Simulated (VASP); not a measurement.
Runs of VASP 6.6.1 on BaS. The structure is that of space group Fm-3m (No. 225), or close to it. The cells are those of the table. 

```csv
task,level,spin,cell,k mesh,smearing,grid for exact exchange (PRECFOCK),gap on the mesh (eV),pressure (GPa)
single point,PBE,off,"a = 4.517 Å, angles 60.0°, 2 atoms",5 × 5 × 5,fermi-dirac 0.03 eV,-,2.22,1.4
single point,RPBE+D3(BJ),off,"a = 4.188 Å, angles 60.0°, 2 atoms",7 × 7 × 7,fermi-dirac 0.05 eV,-,1.71,1.4
single point,PBE0,off,"a = 4.517 Å, angles 60.0°, 2 atoms",4 × 4 × 4,fermi-dirac 0.05 eV,Normal,3.74,0.9
single point,PBEsol,off,"a = 4.547 Å, angles 60.0°, 2 atoms",7 × 7 × 7,fermi-dirac 0.05 eV,-,(c),(a)
single point,PBE,off,"a = 4.605 Å, angles 60.0°, 2 atoms",7 × 7 × 7,fermi-dirac 0.05 eV,-,2.25,-1.0
single point,PBE,off,"a = 4.517 Å, angles 60.0°, 2 atoms",7 × 7 × 7,gaussian 0.014 eV,-,(b),1.4
single point,BLYP,off,"a = 4.622 Å, angles 60.0°, 2 atoms",7 × 7 × 7,fermi-dirac 0.05 eV,-,2.34,0.5
single point,PBE+D4,off,"a = 4.503 Å, angles 60.0°, 2 atoms",7 × 7 × 7,fermi-dirac 0.05 eV,-,2.15,0.6
single point,PBEsol,off,"a = 4.517 Å, angles 60.0°, 2 atoms",6 × 6 × 6,fermi-dirac 0.05 eV,-,1.98,-0.5
single point,PBEsol,"non-collinear, zero start, SOC","a = 4.517 Å, angles 60.0°, 2 atoms",5 × 5 × 5,fermi-dirac 0.05 eV,-,-,-0.5
single point,BLYP+D4,off,"a = 4.544 Å, angles 60.0°, 2 atoms",7 × 7 × 7,fermi-dirac 0.05 eV,-,2.28,0.6
```

Alike in all rows: potentials or basis VASP PAW PBE potentials, release 64 (Ba_sv, S); cutoff (eV) 520.

**Question.** Fill in the values left out.

**Answer.** (a) -1.4; (b) 2.17; (c) 2.08.

Caveats: some runs use coarse meshes; spin-orbit coupling is left out, which moves the levels of the heavy elements (some runs); the PAW data sets were made with another functional, which shifts forces and pressure a little (some runs).

A k mesh can miss the band edges, and rows without SOC leave out spin-orbit coupling on Ba.
